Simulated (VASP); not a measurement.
# Br (Cmce) in VASP: single point with LDA

Aim: the single point of Br with LDA.

Everything below comes from runs of VASP 6.6.1. Logs are shortened: lines on timing, memory, paths and dates and some standing lists are left out, and cuts for length are marked.

## (1) The cell of the first run

It takes space group Cmce (No. 64, orthorhombic). The conventional cell has a = 6.656 Å, b = 3.903 Å, c = 8.473 Å, α = 90.00°, β = 90.00°, γ = 90.00°. Within 3.2 Å of Br (site symmetry m) lie 3 Br at 2.40 to 2.93 Å.

## (2) Single point, LDA

Input file INCAR:

```
SYSTEM = Br
PREC = Accurate
ENCUT = 520
EDIFF = 1E-7
ISMEAR = -1
SIGMA = 0.05
LREAL = .False.
LASPH = .True.
NELM = 80
ALGO = Normal
ISIF = 2
LWAVE = .False.
LCHARG = .False.
GGA = CA
NBANDS = 22
```

Input file KPOINTS:

```
regular mesh
0
Gamma
  14 14 6
  0 0 0
```

Input file POSCAR:

```
Br
1.0
    3.3280929616     -1.9517224565      0.0000000000
    3.3280929616      1.9517224565      0.0000000000
    0.0000000000      0.0000000000      8.4732333614
Br
4
Direct
    0.8406697304      0.1593302696      0.1209213125
    0.6593302696      0.3406697304      0.6209213125
    0.1593302696      0.8406697304      0.8790786875
    0.3406697304      0.6593302696      0.3790786875
```

Potentials or basis: VASP PAW LDA potentials, release 64 (Br).

Command:

```sh
cat potpaw_LDA.64/Br/POTCAR > POTCAR
mpirun -np 1 vasp_std > vasp.out
```

OUTCAR:

```text
SYSTEM = Br
   PREC = Accurate
   ENCUT = 520
   EDIFF = 1E-7
   ISMEAR = -1
   LREAL = .False.
   LASPH = .True.
   NELM = 80
   ISIF = 2
   GGA = CA

 ion  position               nearest neighbor table
   1  0.841  0.159  0.121-   3 2.40
   2  0.659  0.341  0.621-   4 2.40
   3  0.159  0.841  0.879-   1 2.40
   4  0.341  0.659  0.379-   2 2.40

  LATTYP: Found a base centered orthorhombic cell.
 ALAT       =     3.9034449130
 B/A-ratio  =     1.7052081102
 C/A-ratio  =     2.1707065298

  Lattice vectors:

 A1 = (  -3.3280929616,  -1.9517224565,   0.0000000000)
 A2 = (   3.3280929616,  -1.9517224565,   0.0000000000)
 A3 = (   0.0000000000,   0.0000000000,   8.4732333614)

Analysis of symmetry for initial positions (statically):
=====================================================================
 Subroutine PRICEL returns:
 Original cell was already a primitive cell.

 Routine SETGRP: Setting up the symmetry group for a
 base centered orthorhombic supercell.

 Subroutine GETGRP returns: Found  8 space group operations
 (whereof  4 operations were pure point group operations)
 out of a pool of  8 trial point group operations.

The static configuration has the point symmetry C_2h.
 The point group associated with its full space group is D_2h.

Analysis of symmetry for dynamics (positions and initial velocities):
=====================================================================
 Subroutine PRICEL returns:
 Original cell was already a primitive cell.

 Routine SETGRP: Setting up the symmetry group for a
 base centered orthorhombic supercell.

 Subroutine GETGRP returns: Found  8 space group operations
 (whereof  4 operations were pure point group operations)
 out of a pool of  8 trial point group operations.

The dynamic configuration has the point symmetry C_2h.
 The point group associated with its full space group is D_2h.

 Subroutine INISYM returns: Found  8 space group operations
 (whereof  4 operations are pure point group operations),
 and found     1 'primitive' translations

----------------------------------------------------------------------------------------

                                     Primitive cell

  volume of cell :     110.0760

  direct lattice vectors                    reciprocal lattice vectors
     3.328092962 -1.951722456  0.000000000     0.150236188 -0.256183966  0.000000000
     3.328092962  1.951722456  0.000000000     0.150236188  0.256183966  0.000000000
     0.000000000  0.000000000  8.473233361     0.000000000  0.000000000  0.118018702

  length of vectors
     3.858163204  3.858163204  8.473233361     0.296986762  0.296986762  0.118018702

  position of ions in fractional coordinates (direct lattice)
     0.840669730  0.159330270  0.120921313
     0.659330270  0.340669730  0.620921313
     0.159330270  0.840669730  0.879078687
     0.340669730  0.659330270  0.379078687

  ion indices of the primitive-cell ions
   primitive index   ion index
                 1           1
                 2           2
                 3           3
                 4           4

----------------------------------------------------------------------------------------

 KPOINTS: regular mesh

Automatic generation of k-mesh.
 Grid dimensions read from file:
 generate k-points for:   14   14    6

 Generating k-lattice:

  Cartesian coordinates                     Fractional coordinates (reciprocal lattice)
     0.010731156 -0.018298855  0.000000000     0.071428571  0.000000000  0.000000000
     0.010731156  0.018298855  0.000000000     0.000000000  0.071428571  0.000000000
     0.000000000  0.000000000  0.019669784     0.000000000  0.000000000  0.166666667

  Length of vectors
     0.021213340  0.021213340  0.019669784

  Shift w.r.t. Gamma in fractional coordinates (k-lattice)
     0.000000000  0.000000000  0.000000000

 Subroutine IBZKPT returns following result:
 ===========================================

 Found    228 irreducible k-points:

 Following reciprocal coordinates:
            Coordinates               Weight
  0.000000  0.000000  0.000000      1.000000
  0.071429  0.000000  0.000000      4.000000
  0.142857 -0.000000  0.000000      4.000000
  0.214286 -0.000000  0.000000      4.000000
  0.285714 -0.000000  0.000000      4.000000
  0.357143  0.000000  0.000000      4.000000
[... 16 lines left out ...]
  0.214286  0.142857  0.000000      4.000000
  0.285714  0.142857  0.000000      4.000000
 [... further k-points ...]
   k-points           NKPTS =    228   k-points in BZ     NKDIM =    228   number of bands    NBANDS=     22
   number of dos      NEDOS =    301   number of ions     NIONS =      4
   total plane-waves  NPLWV =  57600
   dimension x,y,z NGX =    30 NGY =   30 NGZ =   64
   dimension x,y,z NGXF=    60 NGYF=   60 NGZF=  128
   ions per type =               4
   NGX,Y,Z   is equivalent  to a cutoff of  12.93, 12.93, 12.56 a.u.
   NGXF,Y,Z  is equivalent  to a cutoff of  25.85, 25.85, 25.11 a.u.
 SYSTEM =  Br
   PREC   = accura    normal or accurate (medium, high low for compatibility)
   ISTART =      0    job   : 0-new  1-cont  2-samecut
   ICHARG =      2    charge: 1-file 2-atom 10-const
   ISPIN  =      1    spin polarized calculation?
   LNONCOLLINEAR =      F non collinear calculations
   LSORBIT =      F    spin-orbit coupling
   LASPH  =      T    aspherical Exc in radial PAW
   ENCUT  =  520.0 eV  38.22 Ry    6.18 a.u.   7.17  7.17 15.75*2*pi/ulx,y,z
   NELM   =     80;   NELMIN=  2; NELMDL= -5     # of ELM steps
   EDIFF  = 0.1E-06   stopping-criterion for ELM
   LREAL  =      F    real-space projection
   EDIFFG = 0.1E-05   stopping-criterion for IOM
   NSW    =      0    number of steps for IOM
   IBRION =     -1    ionic relax: 0-MD 1-quasi-New 2-CG
   NFREE  =      0    steps in history (QN), initial steepest desc. (CG)
   ISIF   =      2    stress and relaxation
   ISYM   =      2    0-nonsym 1-usesym 2-fastsym
   POTIM  = 0.5000    time-step for ionic-motion
   TEBEG  =    0.0;   TEEND  =   0.0 temperature during run
   PSTRESS=    0.0 pullay stress
   NELECT =      28.0000    total number of electrons
   NUPDOWN=      -1.0000    fix difference up-down
   EMIN   =  10.00;   EMAX   =-10.00  energy-range for DOS
   EFERMI =   0.00;   METHOD = LEGACY
   ISMEAR =    -1;   SIGMA  =   0.05  broadening in eV -4-tet -1-fermi 0-gaus
   EFERMI_NEDOS =   21; number of points for ismear=-14 and -15
   IALGO  =     38    algorithm
   IMIX   =      4    mixing-type and parameters
     AMIX     =   0.40;   BMIX     =  1.00
     AMIX_MAG =   1.60;   BMIX_MAG =  1.00
  volume/ion in A,a.u.               =      27.52       185.71
  Fermi-wavevector in a.u.,A,eV,Ry     =   1.037281  1.960178 14.639227  1.075953
  Thomas-Fermi vector in A             =   2.171712
   LORBIT       =      0    0 simple, 1 ext, 2 COOP (PROOUT), +10 PAW based schemes
   GGA     = CA    functional components
   LHFCALC =     F    Hartree Fock is set to
   AEXX    =    0.0000 exact exchange contribution
   IVDW    =     0    specifies the selected vdW correction
   LEPSILON=     F    determine dielectric tensor
   LRPA    =     F    only Hartree local field effects (RPA)
 non-spin polarized calculation
  energy-cutoff  :      520.00
  volume of cell :      110.08
 maximum number of plane-waves:      2984
 NGX is ok and might be reduce to    30
   NGX = 15   NGY = 15   NGZ = 31

 number of electron      28.0000005 magnetization

 Free energy of the ion-electron system (eV)
  ---------------------------------------------------
  ext. energy  EPLUGINS =         0.00000000
  ---------------------------------------------------
  free energy    TOTEN  =        -8.51504930 eV

  energy without entropy =       -8.51504742  energy(sigma->0) =       -8.51504836

 E-fermi :   2.0430     XC(G=0):  -9.2886

 val. band max:        1.5640283540   @ k =   0.0000   0.0000   0.0000
 cond. band min:       2.5940788206   @ k =   0.5000   0.4286   0.0000
 fundamental gap:      1.0300504666
 Fermi energy:         2.0430092550

 k-point     1 :       0.0000    0.0000    0.0000
  band No.  band energies     occupation
      1     -14.9249      2.00000
      2     -14.0141      2.00000
      3     -12.8370      2.00000
      4     -11.1463      2.00000
      5      -4.1636      2.00000
      6      -2.1122      2.00000
[... 14 lines left out ...]
     21      10.7209      0.00000
     22      11.5697      0.00000

 k-point     2 :       0.0714    0.0000    0.0000
  band No.  band energies     occupation
      1     -14.8969      2.00000
      2     -14.0026      2.00000
      3     -12.8152      2.00000
      4     -11.1696      2.00000
      5      -4.1537      2.00000
      6      -2.1889      2.00000
[... 14 lines left out ...]
     21      10.7395      0.00000
     22      11.1083      0.00000

 k-point     3 :       0.1429   -0.0000    0.0000
  band No.  band energies     occupation
      1     -14.8150      2.00000
      2     -13.9712      2.00000
      3     -12.7516      2.00000
      4     -11.2389      2.00000
      5      -4.1350      2.00000
      6      -2.4489      2.00000
[... 14 lines left out ...]
     21      10.4831      0.00000
     22      10.7829      0.00000
[... 476 lines left out ...]
 k-point    23 :       0.2143    0.1429    0.0000
  band No.  band energies     occupation
      1     -14.8028      2.00000
      2     -13.9330      2.00000
      3     -12.7322      2.00000
      4     -11.1493      2.00000
      5      -4.0746      2.00000
      6      -2.2761      2.00000
[... 14 lines left out ...]
     21      10.3248      0.00000
     22      11.0539      0.00000

 k-point    24 :       0.2857    0.1429    0.0000
  band No.  band energies     occupation
      1     -14.7002      2.00000
      2     -13.8907      2.00000
      3     -12.6512      2.00000
      4     -11.2220      2.00000
      5      -4.0524      2.00000
      6      -2.5652      2.00000
[... 14 lines left out ...]
     21      10.1725      0.00000
     22      11.1794      0.00000

 [... further k-points ...]

------------------------ aborting loop because EDIFF is reached ----------------------------------------

  FORCE on cell =-STRESS in cart. coord.  units (eV):
  Direction    XX          YY          ZZ          XY          YZ          ZX
  --------------------------------------------------------------------------------------
  -------------------------------------------------------------------------------------
  Total        0.0055852      0.0797429      0.0039726      0.0000000      0.0000000      0.0000000
  in kB        0.0812933      1.1606735      0.0578221      0.0000000      0.0000000      0.0000000
  external PRESSURE =       0.4332630 kB  Pullay stress =       0.0000000 kB

 VOLUME and BASIS-vectors are now :
 -----------------------------------------------------------------------------
  energy-cutoff  :      520.00
  volume of cell :      110.08
      direct lattice vectors                 reciprocal lattice vectors
     3.328092962 -1.951722456  0.000000000     0.150236188 -0.256183966  0.000000000
     3.328092962  1.951722456  0.000000000     0.150236188  0.256183966  0.000000000
     0.000000000  0.000000000  8.473233361     0.000000000  0.000000000  0.118018702

 POSITION                                       TOTAL-FORCE (eV/Angst)
 -----------------------------------------------------------------------------------
      3.32809     -1.32979      1.02459         0.000000      0.031876      0.009002
      3.32809     -0.62194      5.26121         0.000000     -0.031876      0.009002
      3.32809      1.32979      7.44864         0.000000     -0.031876     -0.009002
      3.32809      0.62194      3.21202         0.000000      0.031876     -0.009002
 -----------------------------------------------------------------------------------
    total drift:                                0.000000     -0.000000     -0.000000

  FREE ENERGIE OF THE ION-ELECTRON SYSTEM (eV)
  ---------------------------------------------------
  free  energy   TOTEN  =        -8.5150492953 eV

  energy  without entropy=       -8.5150474190  energy(sigma->0) =       -8.51504836
```

Run time: 7.8 min. Hardware: 1 thread of Intel Xeon 8259CL, shared host; peak memory 0.48 GiB.

What came out:

```
Free energy            : -8.5150 eV
Pressure               : 0.0 GPa
Largest force          : 0.033 eV/Å
Band gap on the k mesh : 1.03 eV (least direct gap 1.18 eV)
```

Forces in eV/Å, atoms in the order of the input:
```
Br   0.000  0.032  0.009
Br   0.000 -0.032  0.009
Br   0.000 -0.032 -0.009
Br   0.000  0.032 -0.009
```

Levels at points of the mesh, in eV from the valence-band top:
```
           k point  band 12  band 13  band 14  band 15  band 16  band 17
(0.00, 0.00, 0.00)    -0.87    -0.55     0.00     1.19     2.29     5.65
(0.50, 0.00, 0.00)    -2.02    -0.96    -0.96     2.46     2.46     6.23
(0.50, 0.50, 0.00)    -1.89    -1.07    -0.54     1.07     2.02     5.98
(0.00, 0.00, 0.50)    -1.13    -0.22    -0.22     1.44     1.44     6.28
(0.50, 0.00, 0.50)    -1.18    -0.12    -0.12     1.45     1.45     6.73
(0.50, 0.50, 0.50)    -1.46    -1.43    -1.43     1.29     1.29     7.21
```

A k mesh can miss the band edges.
